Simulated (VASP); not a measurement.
# S3O (Pmmm) in VASP: further runs

The runs below take S3O through single point, with PBE+D3(BJ).

All numbers are computed with VASP 6.6.1; they aren't measurements. Logs are shortened: lines on timing, memory, paths and dates and some standing lists are left out, and cuts for length are marked.

## (1) The cell of the first run

It takes space group Pmmm (No. 47, orthorhombic). The conventional cell has a = 2.965 Å, b = 4.070 Å, c = 5.714 Å, α = 90.00°, β = 90.00°, γ = 90.00°. Within 2.7 Å of S (site symmetry mmm) lie 2 O at 2.03 Å. Within 2.4 Å of S (site symmetry m2m) lie 2 S at 1.83 to 2.24 Å. Within 2.7 Å of O (site symmetry mmm) lie 2 S at 2.03 Å.

The cell was generated, and may not be a known phase.

## (2) Single point, PBE+D3(BJ), collinear spin, ferromagnetic start

File INCAR:

```
SYSTEM = S3O
  ALGO = Normal
  EDIFF = 1E-6
  ENCUT = 520
  GGA = PE
  ISIF = 2
  ISMEAR = 0
  ISPIN = 2
  IVDW = 12
  LASPH = .True.
  LCHARG = .False.
  LORBIT = 11
  LREAL = .False.
  LWAVE = .False.
  MAGMOM = 0 0 0 1
  NBANDS = 24
  NELM = 150
  PREC = Accurate
  SIGMA = 0.1
```

File KPOINTS:

```
k-points
0
Gamma
  6 4 4
  0 0 0
```

File POSCAR:

```
S3O
1.0
    2.9653439014      0.0000000000      0.0000000000
    0.0000000000      5.7142301942      0.0000000000
    0.0000000000      0.0000000000      4.0696050228
S O
3 1
Direct
    0.0000000000      0.0000000000      0.5000000000
    0.5000000000      0.5000000000      0.7753705085
    0.5000000000      0.5000000000      0.2246294915
    0.0000000000      0.0000000000      0.0000000000
```

Potentials or basis: VASP PAW PBE potentials, release 64 (S, O).

Command:

```
$ cat potpaw_PBE.64/S/POTCAR potpaw_PBE.64/O/POTCAR > POTCAR
$ mpirun -np 1 vasp_std > vasp.out
```

OUTCAR:

```text
SYSTEM = S3O
   EDIFF = 1E-6
   ENCUT = 520
   GGA = PE
   ISIF = 2
   ISMEAR = 0
   ISPIN = 2
   IVDW = 12
   LASPH = .True.
   LORBIT = 11
   LREAL = .False.
   NELM = 150
   PREC = Accurate
 IVDW          = 12

 ion  position               nearest neighbor table
   1  0.000  0.000  0.500-   4 2.03   4 2.03
   2  0.500  0.500  0.775-   3 1.83   3 2.24
   3  0.500  0.500  0.225-   2 1.83   2 2.24
   4  0.000  0.000  0.000-   1 2.03   1 2.03

  LATTYP: Found a simple orthorhombic cell.
 ALAT       =     2.9653439014
 B/A-ratio  =     1.3723888892
 C/A-ratio  =     1.9270042141

  Lattice vectors:

 A1 = (  -2.9653439014,   0.0000000000,   0.0000000000)
 A2 = (   0.0000000000,   0.0000000000,   4.0696050228)
 A3 = (   0.0000000000,   5.7142301942,   0.0000000000)

Analysis of symmetry for initial positions (statically):
=====================================================================
 Subroutine PRICEL returns:
 Original cell was already a primitive cell.

 Routine SETGRP: Setting up the symmetry group for a
 simple orthorhombic supercell.

 Subroutine GETGRP returns: Found  8 space group operations
 (whereof  8 operations were pure point group operations)
 out of a pool of  8 trial point group operations.

The static configuration has the point symmetry D_2h.

Analysis of symmetry for dynamics (positions and initial velocities):
=====================================================================
 Subroutine PRICEL returns:
 Original cell was already a primitive cell.

 Routine SETGRP: Setting up the symmetry group for a
 simple orthorhombic supercell.

 Subroutine GETGRP returns: Found  8 space group operations
 (whereof  8 operations were pure point group operations)
 out of a pool of  8 trial point group operations.

The dynamic configuration has the point symmetry D_2h.

Analysis of structural, dynamic, and magnetic symmetry:
=====================================================================
 Subroutine PRICEL returns:
 Original cell was already a primitive cell.

 Routine SETGRP: Setting up the symmetry group for a
 simple orthorhombic supercell.

 Subroutine GETGRP returns: Found  8 space group operations
 (whereof  8 operations were pure point group operations)
 out of a pool of  8 trial point group operations.

The overall configuration has the point symmetry D_2h.

 Subroutine INISYM returns: Found  8 space group operations
 (whereof  8 operations are pure point group operations),
 and found     1 'primitive' translations
[... 126 lines left out ...]
   AEXX    =    0.0000 exact exchange contribution
   IVDW    =    12    specifies the selected vdW correction
   LEPSILON=     F    determine dielectric tensor
   LRPA    =     F    only Hartree local field effects (RPA)
 spin polarized calculation
 Gauss-broadening in eV      SIGMA  =   0.10
  energy-cutoff  :      520.00
  volume of cell :       68.96
 maximum number of plane-waves:      1879
 NGX is ok and might be reduce to    24
   NGX = 11   NGY = 21   NGZ = 15

 number of electron      23.9999991 magnetization      -0.0143398

 number of electron      23.9999992 magnetization       0.0065580

 Free energy of the ion-electron system (eV)
  ---------------------------------------------------
  ext. energy  EPLUGINS =         0.00000000
  ---------------------------------------------------
  free energy    TOTEN  =       -14.10615023 eV

  energy without entropy =      -14.09869127  energy(sigma->0) =      -14.10242075

 E-fermi :   3.9593     XC(G=0):  -9.8522

 val. band max:        3.9591195160   @ k =   0.0000   0.2500   0.0000
 cond. band min:       3.9597340081   @ k =   0.5000   0.2500   0.2500
 fundamental gap:      0.0006144921
 Fermi energy:         3.9593361167

 spin component 1

 k-point     1 :       0.0000    0.0000    0.0000
  band No.  band energies     occupation
      1     -13.9723      1.00000
      2     -13.1523      1.00000
      3      -7.3101      1.00000
      4      -4.7829      1.00000
      5      -4.5761      1.00000
      6      -2.4981      1.00000
[... 637 lines left out ...]
     23      15.6858      0.00000
     24      16.7248      0.00000

 [... further k-points ...]

 spin component 2

 k-point     1 :       0.0000    0.0000    0.0000
  band No.  band energies     occupation
      1     -13.9683      1.00000
      2     -13.1513      1.00000
      3      -7.3058      1.00000
      4      -4.7834      1.00000
      5      -4.5762      1.00000
      6      -2.4967      1.00000
[... 637 lines left out ...]
     23      15.6865      0.00000
     24      16.7282      0.00000

 [... further k-points ...]

------------------------ aborting loop because EDIFF is reached ----------------------------------------

 Edisp (eV)   -0.98090

 E8    (eV) :    -0.3443

  FORCE on cell =-STRESS in cart. coord.  units (eV):
  Direction    XX          YY          ZZ          XY          YZ          ZX
  --------------------------------------------------------------------------------------
  -------------------------------------------------------------------------------------
  Total      -0.04911    -0.00491    -0.42691     0.00000     0.00000     0.00000
  in kB      -1.14113    -0.11417    -9.91875     0.00000     0.00000     0.00000
  external pressure =       -3.72 kB  Pullay stress =        0.00 kB

 VOLUME and BASIS-vectors are now :
 -----------------------------------------------------------------------------
  energy-cutoff  :      520.00
  volume of cell :       68.96
      direct lattice vectors                 reciprocal lattice vectors
     2.965343901  0.000000000  0.000000000     0.337229014  0.000000000  0.000000000
     0.000000000  5.714230194  0.000000000     0.000000000  0.175001700  0.000000000
     0.000000000  0.000000000  4.069605023     0.000000000  0.000000000  0.245724092

 POSITION                                       TOTAL-FORCE (eV/Angst)
 -----------------------------------------------------------------------------------
      0.00000      0.00000      2.03480         0.000000      0.000000      0.000000
      1.48267      2.85712      3.15545        -0.000000      0.000000      0.332539
      1.48267      2.85712      0.91415         0.000000      0.000000     -0.332539
      0.00000      0.00000      0.00000         0.000000      0.000000      0.000000
 -----------------------------------------------------------------------------------
    total drift:                               -0.000000     -0.000000     -0.000000

  FREE ENERGIE OF THE ION-ELECTRON SYSTEM (eV)
  ---------------------------------------------------
  free  energy   TOTEN  =       -15.0870509525 eV

  energy  without entropy=      -15.0795919910  energy(sigma->0) =      -15.08332147

 total charge

# of ion       s       p       d       tot
------------------------------------------
    1        1.454   1.881   0.000   3.335
    2        1.409   2.266   0.000   3.676
    3        1.409   2.266   0.000   3.676
    4        1.590   3.189   0.000   4.779
--------------------------------------------------
tot          5.862   9.603   0.000  15.465

 magnetization (x)

# of ion       s       p       d       tot
------------------------------------------
    1        0.000   0.002   0.000   0.002
    2       -0.000  -0.000   0.000  -0.000
    3       -0.000  -0.000   0.000  -0.000
    4        0.000   0.003   0.000   0.003
--------------------------------------------------
tot          0.000   0.005   0.000   0.005
```

It took 76 s on 1 thread of AMD EPYC 7R13 (Zen 3), shared host; peak memory 0.21 GiB.

What came out:

```yaml
Free_energy: -15.0871 eV
Pressure: -0.4 GPa
Largest_force: 0.333 eV/Å
Band_gap_on_the_k_mesh: zero (filled and empty bands overlap)
Net_moment: 0.01 μB per cell
Valence_electrons_inside_the_program's_atomic_spheres: S 3.33, 3.68 (each value once); O 4.78
Dispersion_energy_per_atom: -0.245 eV
```

Forces in eV/Å, atoms in the order of the input:
```
S    0.000  0.000  0.000
S    0.000  0.000  0.333
S    0.000  0.000 -0.333
O    0.000  0.000  0.000
```

Caveat: the k points lie up to 0.39 Å⁻¹ apart, too coarse for converged energies and pressures of a metal.

## (3) Single point, PBE+D3(BJ), collinear spin, ferromagnetic start

This run uses another cell than the first one, of 21.34 Å³/atom.

File INCAR:

```
PREC     = Accurate       # precision mode
ENCUT    = 520            # plane-wave cutoff, eV
EDIFF    = 1E-7           # SCF threshold, eV
ISMEAR   = 0              # smearing method
SIGMA    = 0.1            # smearing width, eV
LREAL    = False          # projectors in reciprocal space
LASPH    = True           # aspherical terms in the spheres
NELM     = 150            # most SCF steps
ALGO     = Normal         # electronic algorithm
ISIF     = 2              # what is computed and relaxed
LWAVE    = False          # write WAVECAR
LCHARG   = False          # write CHGCAR
ISPIN    = 2              # spin polarisation
MAGMOM   = 0 0 0 1        # initial moments
LORBIT   = 11             # projections on sites
GGA      = PE             # functional
IVDW     = 12             # dispersion correction
NBANDS   = 24             # bands
```

File KPOINTS:

```
regular mesh
0
Gamma
  6 4 4
```

File POSCAR:

```
S3O
1.0
    3.1466881500      0.0000000000      0.0000000000
    0.0000000000      4.3993194000      0.0000000000
    0.0000000000      0.0000000000      6.1665214900
S O
3 1
Direct
    0.0000000000      0.0000000000      0.5000000000
    0.5000000000      0.5000000000      0.7539245500
    0.5000000000      0.5000000000      0.2460754500
    0.0000000000      0.0000000000      0.0000000000
```

Potentials or basis: VASP PAW PBE potentials, release 64 (S, O).

Command:

```
$ cat potpaw_PBE.64/S/POTCAR potpaw_PBE.64/O/POTCAR > POTCAR
$ mpirun -np 1 vasp_std > vasp.out
```

Run time: 3.7 min. Hardware: 1 thread of AMD EPYC 7R13 (Zen 3), shared host; peak memory 0.26 GiB.

The run converged. Its results:

* Free energy: -10.3168 eV
* Pressure: -16.6 GPa
* Largest force: 0.136 eV/Å
* Band gap on the k mesh: zero (filled and empty bands overlap)
* Net moment: 0.00 μB per cell
* Valence electrons inside the program's atomic spheres: S 3.38; O 4.62
* Dispersion energy per atom: -0.212 eV

Forces in eV/Å, atoms in the order of the input:
```
S    0.000  0.000  0.000
S    0.000  0.000  0.136
S    0.000  0.000 -0.136
O    0.000  0.000  0.000
```

Stress tensor (GPa, compression positive):
```
-15.12   0.00   0.00
  0.00 -17.01   0.00
  0.00   0.00 -17.75
```

Levels at points of the mesh, in eV from the Fermi level:
Spin up:
| k point | band 8 | band 9 | band 10 | band 11 | band 12 | band 13 | band 14 | band 15 | band 16 | band 17 |
| --- | --- | --- | --- | --- | --- | --- | --- | --- | --- | --- |
| (0.00, 0.00, 0.00) | -1.04 | -0.97 | -0.51 | -0.30 | 0.32 | 1.14 | 1.38 | 1.53 | 1.62 | 7.15 |
| (0.50, 0.00, 0.00) | -1.89 | -1.25 | -1.15 | -0.48 | -0.40 | -0.37 | -0.23 | 0.56 | 1.32 | 6.61 |
| (0.00, 0.50, 0.00) | -0.86 | -0.02 | 0.08 | 0.57 | 0.59 | 0.70 | 0.84 | 1.19 | 1.22 | 8.31 |
| (0.50, 0.50, 0.00) | -2.48 | -1.93 | -1.51 | -0.95 | -0.85 | 0.47 | 0.64 | 0.96 | 1.37 | 8.83 |
| (0.00, 0.00, 0.50) | -1.76 | -0.56 | -0.34 | -0.20 | -0.09 | 0.36 | 1.10 | 1.11 | 1.76 | 7.56 |
| (0.50, 0.00, 0.50) | -1.70 | -1.12 | -0.83 | -0.64 | -0.63 | -0.38 | -0.26 | -0.10 | -0.05 | 8.25 |
| (0.00, 0.50, 0.50) | -1.95 | 0.02 | 0.11 | 0.26 | 0.65 | 0.81 | 0.84 | 0.86 | 0.88 | 9.34 |
| (0.50, 0.50, 0.50) | -2.35 | -1.03 | -0.92 | -0.92 | -0.66 | -0.07 | 0.25 | 0.38 | 0.63 | 9.37 |
Spin down:
```tsv
k point	band 9	band 10	band 11	band 12	band 13	band 14	band 15	band 16
(0.00, 0.00, 0.00)	-0.97	-0.51	-0.30	0.32	1.14	1.38	1.53	1.62
(0.50, 0.00, 0.00)	-1.25	-1.15	-0.48	-0.40	-0.37	-0.23	0.56	1.32
(0.00, 0.50, 0.00)	-0.02	0.08	0.57	0.59	0.70	0.84	1.19	1.22
(0.50, 0.50, 0.00)	-1.93	-1.51	-0.95	-0.85	0.47	0.64	0.96	1.37
(0.00, 0.00, 0.50)	-0.56	-0.34	-0.20	-0.09	0.36	1.10	1.11	1.76
(0.50, 0.00, 0.50)	-1.12	-0.83	-0.64	-0.63	-0.38	-0.26	-0.10	-0.05
(0.00, 0.50, 0.50)	0.02	0.11	0.26	0.65	0.81	0.84	0.86	0.88
(0.50, 0.50, 0.50)	-1.03	-0.92	-0.92	-0.66	-0.07	0.25	0.38	0.63
```

Caveat: the cell stands under tension.

## (4) Single point, PBE+D3(BJ)

This run uses another cell than the first one, of 16.93 Å³/atom.

File INCAR:

```
ALGO = Normal
EDIFF = 1E-7
ENCUT = 520
GGA = PE
ISIF = 2
ISMEAR = 0
IVDW = 12
LASPH = True
LCHARG = True
LELF = True
LREAL = False
LVHAR = True
LWAVE = False
NBANDS = 20
NELM = 60
PREC = Accurate
SIGMA = 0.1
```

File KPOINTS:

```
k-points
0
Gamma
  16 12 8
```

File POSCAR:

```
S3O
1.0
    2.9182251908      0.0000000000      0.0000000000
    0.0000000000      4.0820693438      0.0000000000
    0.0000000000      0.0000000000      5.6863092378
S O
3 1
Direct
    0.0000000000      0.5000000000      0.0000000000
    0.5000000000      0.2252996477      0.5000000000
    0.5000000000      0.7747003523      0.5000000000
    0.0000000000      0.0000000000      0.0000000000
```

Command:

```
$ cat potpaw_PBE.64/S/POTCAR potpaw_PBE.64/O/POTCAR > POTCAR
$ mpirun -np 1 vasp_std > vasp.out
```

Run time: 4.6 min. Hardware: 1 thread of AMD EPYC 7R13 (Zen 3), shared host; peak memory 0.4 GiB.

It converged, with:

| Quantity | Value |
| --- | --- |
| Free energy | -15.2265 eV |
| Pressure | -0.5 GPa |
| Largest force | 0.339 eV/Å |
| Band gap on the k mesh | zero (bands 12 and 13 overlap by 2.47 eV) |
| Dispersion energy per atom | -0.250 eV |

Forces in eV/Å, atoms in the order of the input:
```
S    0.000  0.000  0.000
S    0.000 -0.339  0.000
S    0.000  0.339  0.000
O    0.000  0.000  0.000
```

Stress tensor (GPa, compression positive):
```
-0.18  0.00  0.00
 0.00 -1.06  0.00
 0.00  0.00 -0.11
```

Levels at points of the mesh, in eV from the Fermi level:
```csv
k point,band 8,band 9,band 10,band 11,band 12,band 13,band 14,band 15,band 16,band 17
"(0.00, 0.00, 0.00)",-1.79,-1.62,-0.92,-0.09,0.82,2.31,3.97,5.76,5.78,6.99
"(0.50, 0.00, 0.00)",-4.83,-4.01,-2.99,-0.63,-0.63,0.57,1.89,4.80,6.35,6.92
"(0.00, 0.50, 0.00)",-1.21,-0.99,-0.72,-0.29,0.43,0.58,1.03,1.84,2.44,8.62
"(0.50, 0.50, 0.00)",-2.80,-2.50,-1.67,-1.38,-1.23,-0.74,-0.06,1.14,3.62,7.88
"(0.00, 0.00, 0.50)",-3.52,-1.46,-1.10,0.16,1.07,2.29,3.98,5.93,6.34,6.37
"(0.50, 0.00, 0.50)",-5.58,-2.95,-2.38,-0.69,-0.69,0.50,1.78,5.26,5.55,6.28
"(0.00, 0.50, 0.50)",-2.10,-1.08,-0.95,-0.52,-0.50,0.47,1.30,1.51,2.44,8.68
"(0.50, 0.50, 0.50)",-3.48,-1.64,-1.36,-0.77,-0.48,-0.35,-0.09,1.07,3.60,7.56
```

## (5) Overview

| spin | cell | k mesh | gap on the mesh (eV) | pressure (GPa) | moment (μB) | largest force (eV/Å) |
| --- | --- | --- | --- | --- | --- | --- |
| collinear, ferromagnetic start | a = 2.965, b = 5.714, c = 4.070 Å, 4 atoms, atomic positions A | 6 × 4 × 4 | none | -0.4 | 0.01 | 0.33 |
| collinear, ferromagnetic start | a = 3.147, b = 4.399, c = 6.167 Å, 4 atoms, atomic positions B | 6 × 4 × 4 | none | -16.6 | 0.00 | 0.14 |
| off | a = 2.918, b = 4.082, c = 5.686 Å, 4 atoms, atomic positions C | 16 × 12 × 8 | none | -0.5 | - | 0.34 |

Alike in all rows: task single point; level PBE+D3(BJ); potentials or basis VASP PAW PBE potentials, release 64 (S, O); cutoff (eV) 520; smearing gaussian 0.1 eV.

Caveats: some runs use coarse meshes; the cell stands under tension (at least some runs).

Absolute energies hang on the potentials; compare differences alone.
